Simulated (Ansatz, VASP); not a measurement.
**One calculation of LiCl, two programs**

```xyz
2
Lattice="0.0000 2.4878 2.5648 2.4878 0.0000 2.5648 2.4878 2.4878 0.0000" Properties=species:S:1:pos:R:3 pbc="T T T"
Li    0.0000    0.0000    0.0000
Cl    2.4878    2.4878    2.5648
```

Change from the starting cell: strain -0.030 along x and y, +0.000 along z, atoms carried along.

Alike in both runs: task single point; functional r2SCAN; k mesh 8 × 8 × 8; occupations gaussian, width 0.05 eV; no spin polarisation.

|  | VASP | Ansatz |
| --- | --- | --- |
| version | VASP 6.6.1 | Ansatz 0.2.0 |
| potentials or method | VASP PAW PBE potentials, release 64 (Li_sv, Cl), cutoff 520 eV | scalar-relativistic, plane waves, PAW |
| valence electrons in the cell | 10 | 10 |

Ansatz gave:

| Property | Result |
| --- | --- |
| gap on the k mesh at the Fermi level (eV) | 7.54 |
| least direct gap on the mesh (eV) | 7.57 |

Q: What did VASP give for the same quantities?

A: gap on the k mesh at the Fermi level (eV): 7.55; least direct gap on the mesh (eV): 7.66.

VASP's potentials were made for PBE, not for r2SCAN.

Noted on VASP's run: the cutoff is under 1.25 times that of the potentials, so the pressure is a little rough.
